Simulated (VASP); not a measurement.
Wanted: the native input for a VASP 6.6.1 run.

- Task: single point
- Functional: r2SCAN
- Potentials or basis: VASP PAW PBE potentials, release 64 (Mg_sv, O)
- Cutoff: 920 eV
- k mesh: 10 × 10 × 10
- Occupations: gaussian, width 0.05 eV
- Spin: no spin polarisation
- Dipole correction: no
- Further INCAR settings: ALGO = Normal; EDIFF = 1e-06; NBANDS = 15

MgO:

```
CELL_PARAMETERS angstrom
-0.22191 1.99721 1.99721
1.99721 -0.22191 1.99721
1.99721 1.99721 -0.22191
ATOMIC_POSITIONS crystal
Mg 0.00000 0.00000 0.00000
O 0.50000 0.50000 0.50000
```

This cell differs from its parent crystal: ratio of the length along [111] to the lengths across it x 0.85, volume and fractional coordinates fixed.

These files were run (other wordings do the same):

POSCAR

```
MgO
1.0
   -0.2219127173      1.9972144556      1.9972144556
    1.9972144556     -0.2219127173      1.9972144556
    1.9972144556      1.9972144556     -0.2219127173
Mg O
1 1
Direct
    0.0000000000      0.0000000000      0.0000000000
    0.5000000000      0.5000000000      0.5000000000
```

INCAR.step1

```
SYSTEM = MgO
ALGO = Normal
EDIFF = 1E-5
ENCUT = 920
GGA = PE
GGA_COMPAT = .False.
ISMEAR = 0
LASPH = .True.
LCHARG = .False.
LREAL = .False.
LWAVE = .True.
NBANDS = 15
NELM = 120
PREC = Accurate
SIGMA = 0.05
```

INCAR.step2

```
SYSTEM = MgO
ALGO = Normal
EDIFF = 1E-6
ENCUT = 920
GGA_COMPAT = .False.
ISIF = 2
ISMEAR = 0
ISTART = 1
LASPH = .True.
LCHARG = .True.
LELF = .True.
LMIXTAU = .True.
LREAL = .False.
LVHAR = .True.
LWAVE = .False.
METAGGA = R2SCAN
NBANDS = 15
NELM = 120
PREC = Accurate
SIGMA = 0.05
```

KPOINTS

```
k-points
0
Gamma
  10 10 10
  0 0 0
```

Potentials or basis: VASP PAW PBE potentials, release 64 (Mg_sv, O).

Launch:

```bash
$ cat potpaw_PBE.64/Mg_sv/POTCAR potpaw_PBE.64/O/POTCAR > POTCAR
$ cp INCAR.step1 INCAR
$ mpirun -np 1 vasp_std > vasp.out
$ cp INCAR.step2 INCAR
$ mpirun -np 1 vasp_std > vasp.out
```

It gave:

| Property | Result |
| --- | --- |
| Pressure | 0.5 GPa |
| Band gap on the k mesh | 4.73 eV |

Caveat: the PAW data sets were made with another functional, which shifts forces and pressure a little.

It took 2.5 min on 1 thread of Intel(R) Xeon(R) Platinum 8559C (Emerald Rapids), with other jobs on the host, peak memory 0.21 GiB.
